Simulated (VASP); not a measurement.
# TaN (P-62m) in VASP: settings compared, part 2 of 2

VASP 6.6.1. Earlier steps stand in the parts before.

### Step 4. Single point, PBEsol, non-collinear spin, zero start, spin-orbit coupling

Contents of INCAR:

```
PREC = Accurate
ENCUT = 520
EDIFF = 1E-7
ISMEAR = -1
SIGMA = 0.05
LREAL = F
LASPH = T
NELM = 150
ALGO = Normal
ISIF = 2
LWAVE = F
LCHARG = F
MAGMOM = 0 0 0 0 0 0 0 0 0 0 0 0 0 0 0 0 0 0
LORBIT = 11
LSORBIT = T
GGA_COMPAT = F
LORBMOM = T
LMAXMIX = 4
GGA = PS
NBANDS = 64
```

Contents of KPOINTS:

```
regular mesh
0
Gamma
  5 5 7
```

Contents of POSCAR:

```
TaN
1.0
    5.1960000000      0.0000000000      0.0000000000
   -2.5980000000      4.4998679981      0.0000000000
    0.0000000000      0.0000000000      2.9110000000
Ta N
3 3
Direct
    0.0000000000      0.0000000000      0.0000000000
    0.6666666667      0.3333333333      0.5000000000
    0.3333333333      0.6666666667      0.5000000000
    0.0000000000      0.3928500000      0.0000000000
    0.6071500000      0.6071500000      0.0000000000
    0.3928500000      0.0000000000      0.0000000000
```

Potentials or basis: VASP PAW PBE potentials, release 64 (Ta_pv, N).

The run is started by

```console
$ cat potpaw_PBE.64/Ta_pv/POTCAR potpaw_PBE.64/N/POTCAR > POTCAR
$ mpirun -np 1 vasp_ncl > vasp.out
```

It took 8.7 min on 1 thread of AMD EPYC 7R13, shared host; peak memory 0.41 GiB.

Results (log left out):

```
Free energy                                           : -73.4526 eV
Pressure                                              : -2.7 GPa
Largest force                                         : 0.008 eV/Å
Net moment                                            : 0.00 μB per cell
Valence electrons inside the program's atomic spheres : Ta 8.99, 8.96; N 3.78
```

Forces on the atoms (eV/Å):
```
Ta   0.000  0.000  0.000
Ta   0.000  0.000  0.000
Ta   0.000  0.000  0.000
N   -0.004  0.007  0.000
N   -0.004 -0.007  0.000
N    0.008  0.000  0.000
```

Stress tensor (GPa, compression positive):
```
-2.38  0.00  0.00
 0.00 -2.38  0.00
 0.00  0.00 -3.39
```

Moments on the atoms (μB; x, y, z):
```
Ta  0.00 0.00 0.00
Ta  0.00 0.00 0.00
Ta  0.00 0.00 0.00
N   0.00 0.00 0.00
N   0.00 0.00 0.00
N   0.00 0.00 0.00
```

Caveat: the PAW data sets were made with another functional, which shifts forces and pressure a little.

### Step 5. Single point, LDA, non-collinear spin, zero start, spin-orbit coupling

Contents of INCAR:

```
PREC     = Accurate       # precision mode
ENCUT    = 520            # plane-wave cutoff, eV
EDIFF    = 1E-6           # SCF threshold, eV
ISMEAR   = -1             # smearing method
SIGMA    = 0.05           # smearing width, eV
LREAL    = False          # projectors in reciprocal space
LASPH    = True           # aspherical terms in the spheres
NELM     = 150            # most SCF steps
ALGO     = Normal         # electronic algorithm
ISIF     = 2              # what is computed and relaxed
LWAVE    = False          # write WAVECAR
LCHARG   = False          # write CHGCAR
MAGMOM   = 0 0 0 0 0 0 0 0 0 0 0 0 0 0 0 0 0 0 # initial moments
LORBIT   = 11             # projections on sites
LSORBIT  = True           # spin-orbit coupling
GGA_COMPAT= False        
LORBMOM  = True         
LMAXMIX  = 4              # l up to which the mixer works
NBANDS   = 64             # bands
```

KPOINTS is that of step 4.

POSCAR is that of step 4.

Potentials or basis: VASP PAW LDA potentials, release 64 (Ta_pv, N).

The run is started by

```console
$ cat potpaw_LDA.64/Ta_pv/POTCAR potpaw_LDA.64/N/POTCAR > POTCAR
$ mpirun -np 1 vasp_ncl > vasp.out
```

OUTCAR:

```text
PREC = Accurate
   ENCUT = 520
   EDIFF = 1E-6
   ISMEAR = -1
   LREAL = False
   LASPH = True
   NELM = 150
   ISIF = 2
   LORBIT = 11
   LSORBIT = True

 ion  position               nearest neighbor table
   1  0.000  0.000  0.000-   6 2.04   5 2.04   4 2.04   3 3.33   2 3.33   2 3.33   3 3.33   2 3.33
                             2 3.33   3 3.33   3 3.33   2 3.33   2 3.33   3 3.33   3 3.33
   2  0.667  0.333  0.500-   4 2.16   4 2.16   6 2.16   6 2.16   5 2.16   5 2.16   3 3.00   3 3.00
                             3 3.00   1 3.33   1 3.33   1 3.33   1 3.33   1 3.33   1 3.33
   3  0.333  0.667  0.500-   6 2.16   6 2.16   4 2.16   4 2.16   5 2.16   5 2.16   2 3.00   2 3.00
                             2 3.00   1 3.33   1 3.33   1 3.33   1 3.33   1 3.33   1 3.33
   4  0.000  0.393  0.000-   1 2.04   2 2.16   2 2.16   3 2.16   3 2.16
   5  0.607  0.607  0.000-   1 2.04   3 2.16   3 2.16   2 2.16   2 2.16
   6  0.393  0.000  0.000-   1 2.04   3 2.16   3 2.16   2 2.16   2 2.16

  LATTYP: Found a hexagonal cell.
 ALAT       =     5.1960000000
 C/A-ratio  =     0.5602386451

  Lattice vectors:

 A1 = (   5.1960000000,   0.0000000000,   0.0000000000)
 A2 = (  -2.5980000000,   4.4998679981,   0.0000000000)
 A3 = (   0.0000000000,   0.0000000000,   2.9110000000)

Analysis of symmetry for initial positions (statically):
=====================================================================
[... 1905 lines left out ...]
     0.0000000     0.0000000     0.0000000     0.0000000     0.0000000
     0.0000000     0.0000000     0.0000000     0.0000000     0.0000000
 l=   3
     0.0000000     0.0000000     0.0000000     0.0000000     0.0000000     0.0000000     0.0000000
     0.0000000     0.0000000     0.0000000     0.0000000     0.0000000     0.0000000     0.0000000
     0.0000000     0.0000000     0.0000000     0.0000000     0.0000000     0.0000000     0.0000000
     0.0000000     0.0000000     0.0000000     0.0000000     0.0000000     0.0000000     0.0000000
     0.0000000     0.0000000     0.0000000     0.0000000     0.0000000     0.0000000     0.0000000
     0.0000000     0.0000000     0.0000000     0.0000000     0.0000000     0.0000000     0.0000000
     0.0000000     0.0000000     0.0000000     0.0000000     0.0000000     0.0000000     0.0000000

 total charge

# of ion       s       p       d       tot
------------------------------------------
    1        0.336   6.219   2.455   9.011
    2        0.295   6.265   2.420   8.980
    3        0.295   6.265   2.420   8.980
    4        1.225   2.534   0.000   3.759
    5        1.225   2.534   0.000   3.759
    6        1.225   2.534   0.000   3.759
--------------------------------------------------
tot          4.603  26.350   7.296  38.248

 magnetization (x)

# of ion       s       p       d       tot
------------------------------------------
    1       -0.000   0.000   0.000  -0.000
    2       -0.000  -0.000   0.000  -0.000
    3       -0.000   0.000   0.000  -0.000
    4        0.000  -0.000   0.000  -0.000
    5        0.000  -0.000   0.000  -0.000
    6        0.000   0.000   0.000   0.000
--------------------------------------------------
tot         -0.000  -0.000   0.000  -0.000

 magnetization (y)

# of ion       s       p       d       tot
------------------------------------------
    1        0.000   0.000   0.000   0.000
    2       -0.000  -0.000  -0.000  -0.000
    3       -0.000  -0.000  -0.000  -0.000
    4        0.000   0.000   0.000   0.000
    5       -0.000   0.000   0.000  -0.000
    6        0.000  -0.000   0.000  -0.000
--------------------------------------------------
tot         -0.000  -0.000  -0.000  -0.000

 magnetization (z)

# of ion       s       p       d       tot
------------------------------------------
    1       -0.000   0.000  -0.000  -0.000
    2       -0.000  -0.000   0.000   0.000
    3        0.000   0.000  -0.000  -0.000
    4        0.000   0.000   0.000   0.000
    5       -0.000   0.000   0.000  -0.000
    6        0.000   0.000   0.000   0.000
--------------------------------------------------
tot         -0.000  -0.000  -0.000  -0.000
```

Run time: 8.2 min. Hardware: 1 thread of AMD EPYC 7R13, shared host; peak memory 0.34 GiB.

What came out:

```
Free energy                                           : -76.1445 eV
Pressure                                              : -8.1 GPa
Largest force                                         : 0.048 eV/Å
Net moment                                            : 0.00 μB per cell
Valence electrons inside the program's atomic spheres : Ta 9.01, 8.98; N 3.76
```

Forces on the atoms (eV/Å):
```
Ta   0.000  0.000  0.000
Ta   0.000  0.000  0.000
Ta   0.000  0.000  0.000
N    0.024 -0.042  0.000
N    0.024  0.042  0.000
N   -0.048  0.000  0.000
```

Stress tensor (GPa, compression positive):
```
-7.48  0.00  0.00
 0.00 -7.48  0.00
 0.00  0.00 -9.20
```

Moments on the atoms (μB; x, y, z):
```
Ta  0.00 0.00 0.00
Ta  0.00 0.00 0.00
Ta  0.00 0.00 0.00
N   0.00 0.00 0.00
N   0.00 0.00 0.00
N   0.00 0.00 0.00
```

### Step 6. The runs side by side

| level | potentials or basis | spin | k mesh | gap on the mesh (eV) | pressure (GPa) | moment (μB) | largest force (eV/Å) |
| --- | --- | --- | --- | --- | --- | --- | --- |
| BLYP | VASP PAW PBE potentials, release 64 (Ta_pv, N) | off | 6 × 6 × 9 | none | 17.3 | - | 0.01 |
| LDA | VASP PAW LDA potentials, release 64 (Ta_pv, N) | off | 6 × 6 × 9 | none | -8.3 | - | 0.03 |
| PBEsol | VASP PAW PBE potentials, release 64 (Ta_pv, N) | non-collinear, zero start, SOC | 5 × 5 × 7 | - | -2.7 | 0.00 | 0.01 |
| LDA | VASP PAW LDA potentials, release 64 (Ta_pv, N) | non-collinear, zero start, SOC | 5 × 5 × 7 | - | -8.1 | 0.00 | 0.05 |

Alike in all rows: task single point; cell as given; cutoff (eV) 520; smearing fermi-dirac 0.05 eV.

Caveats: the PAW data sets were made with another functional, which shifts forces and pressure a little (some runs); spin-orbit coupling is left out, which moves the levels of the heavy elements (some runs).

Total energies depend on the potentials used, so only differences within one code and one set of settings carry meaning.
